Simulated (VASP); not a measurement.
# Si (C2/m) in VASP: single point with r2SCAN

Aim: the single point of Si with r2SCAN.

Program: VASP 6.6.1. These are calculated values, not measurements. Logs are shortened: lines on timing, memory, paths and dates and some standing lists are left out, and cuts for length are marked.

## 1. The cell of the first run

It takes space group C2/m (No. 12, monoclinic). The conventional cell has a = 6.668 Å, b = 3.850 Å, c = 10.002 Å, α = 90.00°, β = 109.47°, γ = 90.00°. Si (site symmetry m) has 4 Si at 2.36 Å within 3.1 Å. Si (site symmetry m) has 4 Si at 2.36 Å within 3.1 Å. Si (site symmetry m) has 5 Si at 2.36 to 3.04 Å within 3.1 Å.

## 2. Single point, r2SCAN (layers slid over each other)

The input, POSCAR:

```
Si
1.0
    2.7221053412     -2.7221053412      0.0000000000
    2.7221053412      0.0000000000     -2.7221053412
    6.8052633530      5.4442106824      4.0831580118
Si
6
Direct
    0.6666666667      0.3958500000      0.5416333333
    1.0000000000     -0.1041500000      0.2083000000
    0.3333333333     -0.1041500000      0.8749666667
    0.6666666667      0.2708500000      0.7916333333
    1.0000000000      0.7708500000      0.4583000000
    0.3333333333      0.2708500000      0.1249666667
```

The input, INCAR.step1:

```
ALGO = Normal
EDIFF = 1E-4
ENCUT = 520
GGA = PE
ISMEAR = 0
ISYM = 0
LASPH = T
LCHARG = F
LREAL = F
LWAVE = T
NBANDS = 21
NELM = 60
PREC = Accurate
SIGMA = 0.05
```

The input, INCAR.step2:

```
ALGO = Normal
EDIFF = 1E-6
ENCUT = 520
ISIF = 2
ISMEAR = 0
ISTART = 1
ISYM = 0
LASPH = T
LCHARG = T
LELF = T
LMIXTAU = T
LREAL = F
LVHAR = T
LWAVE = F
METAGGA = R2SCAN
NBANDS = 21
NELM = 60
PREC = Accurate
SIGMA = 0.05
```

The input, KPOINTS:

```
k-points
0
Gamma
  8 8 3
```

Potentials or basis: VASP PAW PBE potentials, release 64 (Si).

Started as:

```
cat potpaw_PBE.64/Si/POTCAR > POTCAR
cp INCAR.step1 INCAR
mpirun -np 1 vasp_std > vasp.out
cp INCAR.step2 INCAR
mpirun -np 1 vasp_std > vasp.out
```

OUTCAR:

```text
EDIFF = 1E-6
   ENCUT = 520
   ISIF = 2
   ISMEAR = 0
   ISTART = 1
   ISYM = 0
   LASPH = T
   LREAL = F
   METAGGA = R2SCAN
   NELM = 60
   PREC = Accurate

 ion  position               nearest neighbor table
   1  0.667  0.396  0.542-   5 2.36   5 2.36   5 2.36   4 2.36
   2  0.000  0.896  0.208-   6 2.36   6 2.36   5 2.36   6 2.36
   3  0.333  0.896  0.875-   4 2.36   4 2.36   4 2.36   6 3.04   6 3.04
   4  0.667  0.271  0.792-   3 2.36   1 2.36   3 2.36   3 2.36
   5  0.000  0.771  0.458-   1 2.36   1 2.36   1 2.36   2 2.36
   6  0.333  0.271  0.125-   2 2.36   2 2.36   2 2.36   3 3.04   3 3.04

IMPORTANT INFORMATION: All symmetrisations will be switched off!
NOSYMM: (Re-)initialisation of all symmetry stuff for point group C_1.

----------------------------------------------------------------------------------------

                                     Primitive cell

  volume of cell :     121.0225

  direct lattice vectors                    reciprocal lattice vectors
     2.722105341 -2.722105341  0.000000000     0.122454237 -0.244908475  0.122454237
     2.722105341  0.000000000 -2.722105341     0.091840678  0.091840678 -0.275522034
     6.805263353  5.444210682  4.083158012     0.061227119  0.061227119  0.061227119

  length of vectors
     3.849638292  3.849638292  9.624095729     0.299950398  0.304601069  0.106048480

  position of ions in fractional coordinates (direct lattice)
     0.666666667  0.395850000  0.541633333
     0.000000000  0.895850000  0.208300000
     0.333333333  0.895850000  0.874966667
     0.666666667  0.270850000  0.791633333
     0.000000000  0.770850000  0.458300000
     0.333333333  0.270850000  0.124966667

  ion indices of the primitive-cell ions
   primitive index   ion index
                 1           1
                 2           2
                 3           3
                 4           4
                 5           5
                 6           6

----------------------------------------------------------------------------------------

 KPOINTS: k-points

Automatic generation of k-mesh.
 Grid dimensions read from file:
 generate k-points for:    8    8    3

 Generating k-lattice:

  Cartesian coordinates                     Fractional coordinates (reciprocal lattice)
     0.015306780 -0.030613559  0.015306780     0.125000000  0.000000000  0.000000000
     0.011480085  0.011480085 -0.034440254     0.000000000  0.125000000 -0.000000000
     0.020409040  0.020409040  0.020409040     0.000000000  0.000000000  0.333333333

  Length of vectors
     0.037493800  0.038075134  0.035349493

  Shift w.r.t. Gamma in fractional coordinates (k-lattice)
     0.000000000  0.000000000  0.000000000

 -----------------------------------------------------------------------------
|                                                                             |
|           W    W    AA    RRRRR   N    N  II  N    N   GGGG   !!!           |
|           W    W   A  A   R    R  NN   N  II  NN   N  G    G  !!!           |
|           W    W  A    A  R    R  N N  N  II  N N  N  G       !!!           |
|           W WW W  AAAAAA  RRRRR   N  N N  II  N  N N  G  GGG   !            |
|           WW  WW  A    A  R   R   N   NN  II  N   NN  G    G                |
|           W    W  A    A  R    R  N    N  II  N    N   GGGG   !!!           |
|                                                                             |
|     Your reciprocal lattice and k-lattice belong to different lattice       |
|     classes:                                                                |
|                                                                             |
|        The reciprocal lattice is body-centered orthorhombic,                |
|        whereas your k-lattice is base-centered monoclinic.                  |
|                                                                             |
|     Results are often still useful ...                                      |
|                                                                             |
 -----------------------------------------------------------------------------

 WARNING: IBZKPT: internal override: KBLOWUP is changed to .FALSE.
      ... skipping the blow-up phase ...

 Subroutine IBZKPT returns following result:
 ===========================================

 Found     98 irreducible k-points:

 Following reciprocal coordinates:
            Coordinates               Weight
  0.000000  0.000000  0.000000      1.000000
  0.125000  0.000000 -0.000000      2.000000
  0.250000  0.000000 -0.000000      2.000000
  0.375000  0.000000 -0.000000      2.000000
  0.500000  0.000000 -0.000000      1.000000
  0.000000  0.125000 -0.000000      2.000000
[... 16 lines left out ...]
  0.125000  0.375000 -0.000000      2.000000
  0.250000  0.375000 -0.000000      2.000000
 [... further k-points ...]
   k-points           NKPTS =     98   k-points in BZ     NKDIM =     98   number of bands    NBANDS=     21
   number of dos      NEDOS =    301   number of ions     NIONS =      6
   total plane-waves  NPLWV =  64800
   dimension x,y,z NGX =    30 NGY =   30 NGZ =   72
   dimension x,y,z NGXF=    60 NGYF=   60 NGZF=  144
   ions per type =               6
   NGX,Y,Z   is equivalent  to a cutoff of  12.96, 12.96, 12.44 a.u.
   NGXF,Y,Z  is equivalent  to a cutoff of  25.91, 25.91, 24.87 a.u.
 SYSTEM =  unknown system
   PREC   = accura    normal or accurate (medium, high low for compatibility)
   ISTART =      1    job   : 0-new  1-cont  2-samecut
   ICHARG =      0    charge: 1-file 2-atom 10-const
   ISPIN  =      1    spin polarized calculation?
   LNONCOLLINEAR =      F non collinear calculations
   LSORBIT =      F    spin-orbit coupling
   LASPH  =      T    aspherical Exc in radial PAW
   ENCUT  =  520.0 eV  38.22 Ry    6.18 a.u.   7.16  7.16 17.89*2*pi/ulx,y,z
   NELM   =     60;   NELMIN=  2; NELMDL=  0     # of ELM steps
   EDIFF  = 0.1E-05   stopping-criterion for ELM
   LREAL  =      F    real-space projection
   EDIFFG = 0.1E-04   stopping-criterion for IOM
   NSW    =      0    number of steps for IOM
   IBRION =     -1    ionic relax: 0-MD 1-quasi-New 2-CG
   NFREE  =      0    steps in history (QN), initial steepest desc. (CG)
   ISIF   =      2    stress and relaxation
   ISYM   =      0    0-nonsym 1-usesym 2-fastsym
   POTIM  = 0.5000    time-step for ionic-motion
   TEBEG  =    0.0;   TEEND  =   0.0 temperature during run
   PSTRESS=    0.0 pullay stress
   NELECT =      24.0000    total number of electrons
   NUPDOWN=      -1.0000    fix difference up-down
   EMIN   =  10.00;   EMAX   =-10.00  energy-range for DOS
   EFERMI =   0.00;   METHOD = LEGACY
   ISMEAR =     0;   SIGMA  =   0.05  broadening in eV -4-tet -1-fermi 0-gaus
   EFERMI_NEDOS =   21; number of points for ismear=-14 and -15
   IALGO  =     38    algorithm
   IMIX   =      4    mixing-type and parameters
     AMIX     =   0.40;   BMIX     =  1.00
     AMIX_MAG =   1.60;   BMIX_MAG =  1.00
  volume/ion in A,a.u.               =      20.17       136.12
  Fermi-wavevector in a.u.,A,eV,Ry     =   0.954677  1.804078 12.400467  0.911409
  Thomas-Fermi vector in A             =   2.083446
   LORBIT       =      0    0 simple, 1 ext, 2 COOP (PROOUT), +10 PAW based schemes
   METAGGA = R2SCAN    functional components
   LHFCALC =     F    Hartree Fock is set to
   AEXX    =    0.0000 exact exchange contribution
   IVDW    =     0    specifies the selected vdW correction
   LEPSILON=     F    determine dielectric tensor
   LRPA    =     F    only Hartree local field effects (RPA)
 non-spin polarized calculation
 Gauss-broadening in eV      SIGMA  =   0.05
  energy-cutoff  :      520.00
  volume of cell :      121.02
 maximum number of plane-waves:      3286
 NGX is ok and might be reduce to    30
   NGX = 15   NGY = 15   NGZ = 35

 number of electron      23.9999999 magnetization

 Free energy of the ion-electron system (eV)
  ---------------------------------------------------
  ext. energy  EPLUGINS =         0.00000000
  ---------------------------------------------------
  free energy    TOTEN  =       -51.17726929 eV

  energy without entropy =      -51.17609926  energy(sigma->0) =      -51.17668427

 E-fermi :   5.6578     XC(G=0):  -9.9042

 val. band max:        5.6311932459   @ k =   0.5000  -0.3750   0.3333
 cond. band min:       5.6808662004   @ k =   0.3750   0.5000   0.3333
 fundamental gap:      0.0496729545
 Fermi energy:         5.6578068520

 k-point     1 :       0.0000    0.0000    0.0000
  band No.  band energies     occupation
      1      -6.7925      2.00000
      2      -5.4338      2.00000
      3      -5.3008      2.00000
      4       0.0908      2.00000
      5       0.5663      2.00000
      6       4.3514      2.00000
[... 13 lines left out ...]
     20       9.2504      0.00000
     21       9.3406      0.00000

 k-point     2 :       0.1250    0.0000   -0.0000
  band No.  band energies     occupation
      1      -6.6012      2.00000
      2      -5.2490      2.00000
      3      -5.1105      2.00000
      4       0.1415      2.00000
      5       0.6532      2.00000
      6       3.1479      2.00000
[... 13 lines left out ...]
     20       9.9267      0.00000
     21      10.0624      0.00000

 k-point     3 :       0.2500    0.0000   -0.0000
  band No.  band energies     occupation
      1      -6.0380      2.00000
      2      -4.7214      2.00000
      3      -4.5481      2.00000
      4      -0.0728      2.00000
      5       0.4206      2.00000
      6       1.8387      2.00000
[... 13 lines left out ...]
     20      11.4174      0.00000
     21      11.6261      0.00000

 k-point     4 :       0.3750    0.0000   -0.0000
  band No.  band energies     occupation
      1      -5.1530      2.00000
      2      -4.0495      2.00000
      3      -3.6310      2.00000
      4      -1.1800      2.00000
      5      -0.8675      2.00000
      6       0.1008      2.00000
[... 13 lines left out ...]
     20      11.4595      0.00000
     21      13.0000      0.00000

 k-point     5 :       0.5000    0.0000   -0.0000
  band No.  band energies     occupation
      1      -4.2115      2.00000
      2      -4.1333      2.00000
      3      -2.5080      2.00000
      4      -2.2463      2.00000
      5      -1.3376      2.00000
      6      -1.1796      2.00000
[... 13 lines left out ...]
     20      12.1009      0.00000
     21      12.7961      0.00000

 k-point     6 :       0.0000    0.1250   -0.0000
  band No.  band energies     occupation
      1      -6.5940      2.00000
      2      -5.3473      2.00000
      3      -5.0058      2.00000
      4      -0.0131      2.00000
      5       0.8572      2.00000
      6       3.1406      2.00000
[... 13 lines left out ...]
     20       9.7516      0.00000
     21      10.0359      0.00000

 k-point     7 :       0.1250    0.1250   -0.0000
  band No.  band energies     occupation
      1      -6.5935      2.00000
      2      -5.3526      2.00000
      3      -5.0005      2.00000
      4      -0.0052      2.00000
      5       0.8376      2.00000
      6       3.2152      2.00000
[... 13 lines left out ...]
     20       9.8420      0.00000
     21      10.0305      0.00000
[... 291 lines left out ...]
      1      -4.6230      2.00000
      2      -3.6168      2.00000
      3      -3.1207      2.00000
      4      -1.6902      2.00000
      5      -0.7995      2.00000
      6      -0.3841      2.00000
[... 13 lines left out ...]
     20      10.9396      0.00000
     21      11.5207      0.00000

 k-point    21 :      -0.1250    0.2500   -0.0000
  band No.  band energies     occupation
      1      -5.4652      2.00000
      2      -4.4232      2.00000
      3      -3.7731      2.00000
      4      -0.9581      2.00000
      5       0.1552      2.00000
      6       0.7233      2.00000
[... 13 lines left out ...]
     20      10.8580      0.00000
     21      11.5651      0.00000

 k-point    22 :       0.0000    0.3750   -0.0000
  band No.  band energies     occupation
      1      -5.0819      2.00000
      2      -4.3005      2.00000
      3      -3.2385      2.00000
      4      -1.6510      2.00000
      5      -0.4589      2.00000
      6      -0.0866      2.00000
[... 13 lines left out ...]
     20      11.5669      0.00000
     21      12.0634      0.00000

 k-point    23 :       0.1250    0.3750   -0.0000
  band No.  band energies     occupation
      1      -5.4254      2.00000
      2      -4.5662      2.00000
      3      -3.5934      2.00000
      4      -1.0370      2.00000
      5       0.2338      2.00000
      6       0.4848      2.00000
[... 13 lines left out ...]
     20      11.2384      0.00000
     21      11.5367      0.00000

 k-point    24 :       0.2500    0.3750   -0.0000
  band No.  band energies     occupation
      1      -5.4328      2.00000
      2      -4.5305      2.00000
      3      -3.6455      2.00000
      4      -0.8413      2.00000
      5      -0.2635      2.00000
      6       1.1048      2.00000
[... 13 lines left out ...]
     20      11.0757      0.00000
     21      11.2152      0.00000

 [... further k-points ...]

------------------------ aborting loop because EDIFF is reached ----------------------------------------

  FORCE on cell =-STRESS in cart. coord.  units (eV):
  Direction    XX          YY          ZZ          XY          YZ          ZX
  --------------------------------------------------------------------------------------
  -------------------------------------------------------------------------------------
  Total       -2.5686701      0.8603946     -2.5717552      0.7448704      0.7140377      0.6539559
  in kB      -34.0057905     11.3904851    -34.0466339      9.8610977      9.4529142      8.6575102
  external PRESSURE =     -18.8873131 kB  Pullay stress =       0.0000000 kB

 VOLUME and BASIS-vectors are now :
 -----------------------------------------------------------------------------
  energy-cutoff  :      520.00
  volume of cell :      121.02
      direct lattice vectors                 reciprocal lattice vectors
     2.722105341 -2.722105341  0.000000000     0.122454237 -0.244908475  0.122454237
     2.722105341  0.000000000 -2.722105341     0.091840678  0.091840678 -0.275522034
     6.805263353  5.444210682  4.083158012     0.061227119  0.061227119  0.061227119

 POSITION                                       TOTAL-FORCE (eV/Angst)
 -----------------------------------------------------------------------------------
      6.57824      1.13403      1.13403        -0.098973     -0.266336     -0.098348
      3.85613      1.13403     -1.58808        -0.119466      0.024818     -0.123484
      9.30035      3.85613      1.13403         0.178472      0.248312      0.174107
      7.93929      2.49508      2.49508         0.119469     -0.024815      0.123487
      5.21719      2.49508     -0.22702         0.098976      0.266339      0.098351
      2.49508     -0.22702     -0.22702        -0.178478     -0.248318     -0.174113
 -----------------------------------------------------------------------------------
    total drift:                                0.000013      0.000014      0.000015

  FREE ENERGIE OF THE ION-ELECTRON SYSTEM (eV)
  ---------------------------------------------------
  free  energy   TOTEN  =       -51.1772692878 eV

  energy  without entropy=      -51.1760992597  energy(sigma->0) =      -51.17668427
```

It took 5.9 min on 1 thread of Intel Xeon 6975P-C (Granite Rapids), shared host; peak memory 0.35 GiB.

What came out:

```
Free energy            : -51.1773 eV
Pressure               : -1.9 GPa
Largest force          : 0.352 eV/Å
Band gap on the k mesh : zero (bands 12 and 13 overlap by 1.10 eV)
```

Forces in eV/Å, atoms in the order of the input:
```
Si  -0.099 -0.266 -0.098
Si  -0.119  0.025 -0.123
Si   0.178  0.248  0.174
Si   0.119 -0.025  0.123
Si   0.099  0.266  0.098
Si  -0.178 -0.248 -0.174
```

Caveat: the cell differs from its parent crystal (layers slid over each other); the PAW data sets were made with another functional, which shifts forces and pressure a little.
